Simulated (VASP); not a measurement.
# Pb (Fm-3m) in VASP: settings compared, part 3 of 3

VASP 6.6.1.

### Step 4. Single point, r2SCAN, non-collinear spin, zero start, spin-orbit coupling

The input, POSCAR:

```
Pb
1.0
    0.0000000000      2.4750200000      2.4750200000
    2.4750200000      0.0000000000      2.4750200000
    2.4750200000      2.4750200000      0.0000000000
Pb
1
Direct
    0.0000000000      0.0000000000      0.0000000000
```

The input, INCAR.step1:

```
ALGO = Normal
EDIFF = 1E-5
ENCUT = 550
GGA = PE
GGA_COMPAT = F
ISMEAR = -1
LASPH = T
LCHARG = F
LREAL = F
LSORBIT = T
LWAVE = T
MAGMOM = 0 0 0
NBANDS = 25
NELM = 200
PREC = Accurate
SIGMA = 0.05
```

The input, INCAR.step2:

```
ALGO = Normal
EDIFF = 1E-6
ENCUT = 550
GGA_COMPAT = F
ISIF = 2
ISMEAR = -1
ISTART = 1
LASPH = T
LCHARG = F
LMIXTAU = T
LORBIT = 11
LORBMOM = T
LREAL = F
LSORBIT = T
LWAVE = F
MAGMOM = 0 0 0
METAGGA = R2SCAN
NBANDS = 25
NELM = 200
PREC = Accurate
SIGMA = 0.05
```

The input, KPOINTS:

```
k-points
0
Gamma
  9 9 9
```

Potentials or basis: VASP PAW PBE potentials, release 64 (Pb_d).

The run is started by

```
> cat potpaw_PBE.64/Pb_d/POTCAR > POTCAR
> cp INCAR.step1 INCAR
> mpirun -np 1 vasp_ncl > vasp.out
> cp INCAR.step2 INCAR
> mpirun -np 1 vasp_ncl > vasp.out
```

OUTCAR:

```text
EDIFF = 1E-6
   ENCUT = 550
   ISIF = 2
   ISMEAR = -1
   ISTART = 1
   LASPH = T
   LORBIT = 11
   LREAL = F
   LSORBIT = T
   METAGGA = R2SCAN
   NELM = 200
   PREC = Accurate

 ion  position               nearest neighbor table
   1  0.000  0.000  0.000-

  LATTYP: Found a face centered cubic cell.
 ALAT       =     4.9500400000

  Lattice vectors:

 A1 = (   0.0000000000,   2.4750200000,   2.4750200000)
 A2 = (   2.4750200000,   0.0000000000,   2.4750200000)
 A3 = (   2.4750200000,   2.4750200000,   0.0000000000)

Analysis of symmetry for initial positions (statically):
[... 5 lines left out ...]
 face centered cubic supercell.

 Subroutine GETGRP returns: Found 48 space group operations
 (whereof 48 operations were pure point group operations)
 out of a pool of 48 trial point group operations.

The static configuration has the point symmetry O_h .

Analysis of symmetry for dynamics (positions and initial velocities):
[... 5 lines left out ...]
 face centered cubic supercell.

 Subroutine GETGRP returns: Found 48 space group operations
 (whereof 48 operations were pure point group operations)
 out of a pool of 48 trial point group operations.

The dynamic configuration has the point symmetry O_h .

Analysis of structural, dynamic, and magnetic symmetry:
=====================================================================
 Subroutine PRICEL returns:
 Original cell was already a primitive cell.

 Routine SETGRP: Setting up the symmetry group for a
 face centered cubic supercell.

 Subroutine GETGRP returns: Found 48 space group operations
 (whereof 48 operations were pure point group operations)
 out of a pool of 48 trial point group operations.

The overall configuration has the point symmetry O_h .

 Subroutine INISYM returns: Found 48 space group operations
 (whereof 48 operations are pure point group operations),
 and found     1 'primitive' translations

----------------------------------------------------------------------------------------

                                     Primitive cell

  volume of cell :      30.3226

  direct lattice vectors                    reciprocal lattice vectors
     0.000000000  2.475020000  2.475020000    -0.202018570  0.202018570  0.202018570
     2.475020000  0.000000000  2.475020000     0.202018570 -0.202018570  0.202018570
     2.475020000  2.475020000  0.000000000     0.202018570  0.202018570 -0.202018570

  length of vectors
     3.500206851  3.500206851  3.500206851     0.349906427  0.349906427  0.349906427

  position of ions in fractional coordinates (direct lattice)
     0.000000000  0.000000000  0.000000000

  ion indices of the primitive-cell ions
   primitive index   ion index
                 1           1

----------------------------------------------------------------------------------------

 KPOINTS: k-points

Automatic generation of k-mesh.
 Grid dimensions read from file:
 generate k-points for:    9    9    9

 Generating k-lattice:

  Cartesian coordinates                     Fractional coordinates (reciprocal lattice)
    -0.022446508  0.022446508  0.022446508     0.111111111  0.000000000  0.000000000
[... 75 lines left out ...]
   EFERMI_NEDOS =   21; number of points for ismear=-14 and -15
   IALGO  =     38    algorithm
   IMIX   =      4    mixing-type and parameters
     AMIX     =   0.40;   BMIX     =  1.00
     AMIX_MAG =   1.60;   BMIX_MAG =  1.00
  volume/ion in A,a.u.               =      30.32       204.63
  Fermi-wavevector in a.u.,A,eV,Ry     =   1.265306  2.391081 21.782907  1.600999
  Thomas-Fermi vector in A             =   2.398566
   LORBIT       =     11    0 simple, 1 ext, 2 COOP (PROOUT), +10 PAW based schemes
   METAGGA = R2SCAN    functional components
   LHFCALC =     F    Hartree Fock is set to
   AEXX    =    0.0000 exact exchange contribution
   IVDW    =     0    specifies the selected vdW correction
   LEPSILON=     F    determine dielectric tensor
   LRPA    =     F    only Hartree local field effects (RPA)
  energy-cutoff  :      550.00
  volume of cell :       30.32
 maximum number of plane-waves:      1814
   NGX = 13   NGY = 13   NGZ = 13

 number of electron      13.9999999 magnetization      -0.0000000      0.0000000     -0.0000000

 number of electron      13.9999999 magnetization       0.0000000      0.0000000      0.0000000

 number of electron      13.9999999 magnetization       0.0000000      0.0000000     -0.0000000

 Free energy of the ion-electron system (eV)
  ---------------------------------------------------
  ext. energy  EPLUGINS =         0.00000000
  ---------------------------------------------------
  free energy    TOTEN  =       -56.82079954 eV

  energy without entropy =      -56.81823490  energy(sigma->0) =      -56.81951722

 E-fermi :   7.0517     XC(G=0): -10.8820

 val. band max:        6.9320525792   @ k =   0.3333   0.3333   0.0000
 cond. band min:       7.1058062753   @ k =  -0.2222   0.3333   0.1111
 fundamental gap:      0.1737536960
 Fermi energy:         7.0517414960

 k-point     1 :       0.0000    0.0000    0.0000
  band No.  band energies     occupation
      1     -11.9138      1.00000
      2     -11.9138      1.00000
      3     -11.9138      1.00000
      4     -11.9138      1.00000
      5      -9.4275      1.00000
      6      -9.4275      1.00000
[... 661 lines left out ...]
     24      26.5299      0.00000
     25      27.5055      0.00000

 [... further k-points ...]
[... 5 lines left out ...]
  --------------------------------------------------------------------------------------
  -------------------------------------------------------------------------------------
  Total        0.2389365      0.2389365      0.2389365     -0.0000000     -0.0000000      0.0000000
  in kB       12.6248689     12.6248689     12.6248689     -0.0000000     -0.0000000      0.0000000
  external PRESSURE =      12.6248689 kB  Pullay stress =       0.0000000 kB

 VOLUME and BASIS-vectors are now :
 -----------------------------------------------------------------------------
  energy-cutoff  :      550.00
  volume of cell :       30.32
      direct lattice vectors                 reciprocal lattice vectors
     0.000000000  2.475020000  2.475020000    -0.202018570  0.202018570  0.202018570
     2.475020000  0.000000000  2.475020000     0.202018570 -0.202018570  0.202018570
     2.475020000  2.475020000  0.000000000     0.202018570  0.202018570 -0.202018570

 POSITION                                       TOTAL-FORCE (eV/Angst)
 -----------------------------------------------------------------------------------
      0.00000      0.00000      0.00000         0.000000     -0.000000      0.000000
 -----------------------------------------------------------------------------------
    total drift:                               -0.000000     -0.000000     -0.000000

  FREE ENERGIE OF THE ION-ELECTRON SYSTEM (eV)
  ---------------------------------------------------
  free  energy   TOTEN  =       -56.8207995361 eV

  energy  without entropy=      -56.8182348997  energy(sigma->0) =      -56.81951722

 orbital moment (x)

 # of ion     p       d       tot
 ----------------------------------------
  1         0.000  -0.000  -0.000
 ----------------------------------------
            0.000  -0.000  -0.000

 orbital moment (y)

 # of ion     p       d       tot
 ----------------------------------------
  1         0.000   0.000   0.000
 ----------------------------------------
            0.000   0.000   0.000

 orbital moment (z)

 # of ion     p       d       tot
 ----------------------------------------
  1         0.000   0.000   0.000
 ----------------------------------------
            0.000   0.000   0.000

 Spin-Orbit-Coupling matrix elements

 Ion:    1  E_soc:     -1.1080207
 l=   1
     0.0000000    -0.1190701    -0.1190701
    -0.1190701     0.0000000    -0.1190701
    -0.1190701    -0.1190701     0.0000000
 l=   2
     0.0000000    -0.0132104     0.0000000    -0.0132104    -0.0523896
    -0.0132104     0.0000000    -0.0392922    -0.0132104    -0.0130974
     0.0000000    -0.0392922     0.0000000    -0.0392922     0.0000000
    -0.0132104    -0.0132104    -0.0392922     0.0000000    -0.0130974
    -0.0523896    -0.0130974     0.0000000    -0.0130974     0.0000000
 l=   3
     0.0000000     0.0000000     0.0000000     0.0000000     0.0000000     0.0000000     0.0000000
     0.0000000     0.0000000     0.0000000     0.0000000     0.0000000     0.0000000     0.0000000
     0.0000000     0.0000000     0.0000000     0.0000000     0.0000000     0.0000000     0.0000000
     0.0000000     0.0000000     0.0000000     0.0000000     0.0000000     0.0000000     0.0000000
     0.0000000     0.0000000     0.0000000     0.0000000     0.0000000     0.0000000     0.0000000
     0.0000000     0.0000000     0.0000000     0.0000000     0.0000000     0.0000000     0.0000000
     0.0000000     0.0000000     0.0000000     0.0000000     0.0000000     0.0000000     0.0000000

 total charge

# of ion       s       p       d       tot
------------------------------------------
    1        1.386   0.777   9.798  11.961

 magnetization (x)

# of ion       s       p       d       tot
------------------------------------------
    1        0.000   0.000   0.000   0.000

 magnetization (y)

# of ion       s       p       d       tot
------------------------------------------
    1        0.000  -0.000   0.000   0.000

 magnetization (z)

# of ion       s       p       d       tot
------------------------------------------
    1        0.000   0.000  -0.000   0.000
```

OSZICAR.step1:

```text
N       E                     dE             d eps       ncg     rms          rms(c)
DAV:   1     0.152877659179E+03    0.15288E+03   -0.69524E+03  1750   0.140E+03
DAV:   2     0.770139084224E+01   -0.14518E+03   -0.13951E+03  1774   0.374E+02
DAV:   3    -0.370228991556E+01   -0.11404E+02   -0.11274E+02  2158   0.125E+02
DAV:   4    -0.409436197406E+01   -0.39207E+00   -0.39181E+00  2264   0.244E+01
DAV:   5    -0.411560488325E+01   -0.21243E-01   -0.21242E-01  2684   0.532E+00    0.520E-01
DAV:   6    -0.410907878525E+01    0.65261E-02   -0.11329E-02  2453   0.176E+00    0.249E-01
DAV:   7    -0.410702617048E+01    0.20526E-02   -0.32118E-03  2555   0.916E-01    0.202E-01
DAV:   8    -0.410691175170E+01    0.11442E-03   -0.13263E-04  2338   0.137E-01    0.365E-02
DAV:   9    -0.410686609559E+01    0.45656E-04   -0.66460E-05  2258   0.143E-01    0.491E-03
DAV:  10    -0.410686283763E+01    0.32580E-05   -0.88870E-07  1451   0.145E-02
   1 F= -.41068628E+01 E0= -.41056194E+01  d E =-.248684E-02  mag=     0.0000     0.0000     0.0000
```

Wall time 7.5 min (1 thread of Intel Xeon Platinum 8259CL at 2.50GHz (Skylake/Cascade Lake), shared host); peak memory 0.29 GiB.

What came out:

| Quantity | Value |
| --- | --- |
| Free energy | -56.8208 eV |
| Pressure | 1.3 GPa |
| Net moment | 0.00 μB per cell |
| Valence electrons inside the program's atomic spheres | Pb 11.96 |

Moments on the atoms (μB; x, y, z):
```
Pb  0.00 0.00 0.00
```

Caveat: the PAW data sets were made with another functional, which shifts forces and pressure a little.

### Step 5. Single point, PBEsol

The input, INCAR:

```
PREC     = Accurate       # precision mode
ENCUT    = 520            # plane-wave cutoff, eV
EDIFF    = 1E-6           # SCF threshold, eV
ISMEAR   = -1             # smearing method
SIGMA    = 0.05           # smearing width, eV
LREAL    = F              # projectors in reciprocal space
LASPH    = T              # aspherical terms in the spheres
NELM     = 60             # most SCF steps
ALGO     = Fast           # electronic algorithm
ISIF     = 2              # what is computed and relaxed
LWAVE    = F              # write WAVECAR
LCHARG   = F              # write CHGCAR
GGA      = PS             # functional
NBANDS   = 13             # bands
```

The input, KPOINTS:

```
regular mesh
0
Gamma
  7 7 7
```

POSCAR is that of step 4.

The run is started by

```
> cat potpaw_PBE.64/Pb_d/POTCAR > POTCAR
> mpirun -np 1 vasp_std > vasp.out
```

Run time: 14 s. Hardware: 1 thread of Intel Xeon 8259CL, shared host; peak memory 0.15 GiB.

It converged, with:

| Item | Value |
| --- | --- |
| Free energy | -4.0112 eV |
| Pressure | 0.0 GPa |
| Band gap on the k mesh | zero (band 7 reaches 14.52 eV, above the bottom of band 8 at 5.64 eV) |

Levels at points of the mesh, in eV from the Fermi level:
| k point | band 3 | band 4 | band 5 | band 6 | band 7 | band 8 | band 9 | band 10 | band 11 | band 12 |
| --- | --- | --- | --- | --- | --- | --- | --- | --- | --- | --- |
| (0.00, 0.00, 0.00) | -16.90 | -16.76 | -16.76 | -11.69 | 7.49 | 7.49 | 7.49 | 9.84 | 11.40 | 12.56 |

Caveat: the PAW data sets were made with another functional, which shifts forces and pressure a little; spin-orbit coupling is left out, which moves the levels of the heavy elements.

### Step 6. Overview

```tsv
task	level	spin	cell	k mesh	cutoff (eV)	gap on the mesh (eV)	pressure (GPa)	relaxed volume (Å³/atom)
relaxation of cell and atoms	RPBE+D3(BJ)	off	relaxed	9 × 9 × 9	500	none	0.0	22.90
relaxation of cell and atoms	revPBE+D4	off	relaxed	9 × 9 × 9	500	none	0.0	30.50
single point	r2SCAN	non-collinear, zero start, SOC	as given	9 × 9 × 9	550	-	1.3	-
single point	PBEsol	off	as given	7 × 7 × 7	520	none	0.0	-
```

Alike in all rows: potentials or basis VASP PAW PBE potentials, release 64 (Pb_d); smearing fermi-dirac 0.05 eV.

Caveats: the PAW data sets were made with another functional, which shifts forces and pressure a little; spin-orbit coupling is left out, which moves the levels of the heavy elements (some runs); pairwise dispersion overbinds metals, which lowers pressure and volume (some runs); the volume moved by over 15 % at a fixed basis, so the end points are rough (some runs); the volume moved by -24 % from the deposited cell, more than functionals usually miss (some runs).

Absolute energies hang on the potentials; compare differences alone.

### Step 7. Against experiment

Step 2. The cell as given is a measured one (30.32 Å³/atom); RPBE+D3(BJ) puts the equilibrium volume -24.5 % from it, thermal expansion not counted.

Step 3. The cell as given is a measured one (30.32 Å³/atom); revPBE+D4 puts the equilibrium volume +0.6 % from it, thermal expansion not counted.
